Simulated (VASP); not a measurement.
Tm2MgC2: relaxation of shape and atoms at fixed volume with PBE

Crystal: Tm2MgC2.

```
CELL_PARAMETERS angstrom
-1.81967 1.81967 7.09761
1.81967 -1.81967 7.09761
1.81967 1.81967 -7.09761
ATOMIC_POSITIONS crystal
Tm 0.66823 0.66823 0.00000
Tm 0.33177 0.33177 0.00000
Mg 0.00000 0.00000 0.00000
C 0.84206 0.84206 0.00000
C 0.15794 0.15794 0.00000
```

| Quantity | Value |
| --- | --- |
| Program | VASP 6.6.1 |
| Task | relaxation of shape and atoms at fixed volume |
| Functional | PBE |
| Potentials or basis | VASP PAW PBE potentials, release 64 (Tm_3, Mg, C), 4f in core |
| Cutoff | 600 eV |
| k mesh | 12 × 12 × 12 |
| Occupations | gaussian, width 0.1 eV |
| Spin | no spin polarisation |
| Dipole correction | no |
| Further INCAR settings | ALGO = Normal; EDIFF = 1e-07; IBRION = 2; EDIFFG = -0.01; NSW = 50; ISIF = 4 |

| Quantity | Value |
| --- | --- |
| Energy gained by relaxing | 0.4 meV/atom |
| Ionic steps | 5 |
| Pressure after relaxing | -7.1 GPa |
| Band gap on the k mesh | zero (bands 14 and 15 overlap by 0.96 eV) |

Forces in eV/Å, atoms in the order of the input:
```
Tm   0.000  0.000  0.003
Tm   0.000  0.000 -0.003
Mg   0.000  0.000  0.000
C    0.000  0.000  0.000
C    0.000  0.000  0.000
```

Step by step:
| step | energy change (eV) | largest force (eV/Å) | pressure (GPa) | volume (Å³) |
| --- | --- | --- | --- | --- |
| 1 | 0.0000 | 0.1347 | -7.35 | 94.01 |
| 2 | -0.0015 | 0.0754 | -7.23 | 94.01 |
| 3 | -0.0021 | 0.0136 | -7.11 | 94.01 |
| 4 | -0.0021 | 0.0109 | -7.10 | 94.01 |
| 5 | -0.0022 | 0.0028 | -7.09 | 94.01 |

Final structure:
```
CELL_PARAMETERS angstrom
-1.82139 1.82139 7.08420
1.82139 -1.82139 7.08420
1.82139 1.82139 -7.08420
ATOMIC_POSITIONS crystal
Tm 0.66924 0.66924 0.00000
Tm 0.33076 0.33076 0.00000
Mg 0.00000 0.00000 0.00000
C 0.84204 0.84204 0.00000
C 0.15796 0.15796 0.00000
```

Levels at points of the mesh, in eV from the Fermi level:
```
           k point  band 10  band 11  band 12  band 13  band 14  band 15  band 16  band 17  band 18
(0.00, 0.00, 0.00)    -1.60    -0.43     0.55     0.55     0.58     0.58     0.58     2.15     3.54
(0.50, 0.00, 0.00)    -3.57    -2.23    -1.44    -1.16    -1.14    -0.27     2.40     3.95     4.82
(0.50, 0.50, 0.00)    -1.38    -1.37    -1.14    -0.84    -0.73    -0.03     1.09     1.77     2.80
(0.50, 0.50, 0.50)    -1.73     0.49     0.54     0.54     0.68     0.68     1.62     2.40     3.07
```

Run time: 50 min on 1 thread of Intel(R) Xeon(R) Platinum 8488C (Sapphire Rapids), on a shared host, peak memory 0.81 GiB.

Caveat: spin-orbit coupling is left out, which moves the levels of the heavy elements; the 4f electrons are frozen in the core, so they carry no moment and show no levels. Spin polarisation is off, so any magnetic state and its effect on volume and gap are missing.
